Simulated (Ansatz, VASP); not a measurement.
**Two plane-wave programs on ZnSe**

```
Zn Se
1.0
     0.00000    2.86588    2.86588
     2.86588    0.00000    2.86588
     2.86588    2.86588    0.00000
Zn Se
1 1
Direct
  0.00000 0.00000 0.00000
  0.75000 0.75000 0.75000
```

Alike in both runs: functional PBE; k mesh 8 × 8 × 8; occupations gaussian, width 0.02 eV; no spin polarisation.

Ansatz relaxed the structure, and its values are those at the end. VASP's run is a single point on that final structure, the one shown.

|  | VASP | Ansatz |
| --- | --- | --- |
| version | VASP 6.6.1 | Ansatz 0.2.0 |
| potentials or method | VASP PAW PBE potentials, release 64 (Zn, Se), cutoff 520 eV | scalar-relativistic, plane waves, PAW |
| valence electrons in the cell | 18 | 28 |

Ansatz gave:

| Property | Result |
| --- | --- |
| gap on the k mesh at the Fermi level (eV) | 1.15 |
| least direct gap on the mesh (eV) | 1.15 |
| pressure (GPa) | 0.0 |

What did VASP give for the same quantities?

gap on the k mesh at the Fermi level (eV): 1.16; least direct gap on the mesh (eV): 1.16; pressure (GPa): 0.2.

With one functional, cell and mesh, what is left measures potentials, basis and numerics. VASP's potentials hold 18 valence electrons a cell and Ansatz's 28, so a difference there can come from the potentials and not from the codes.
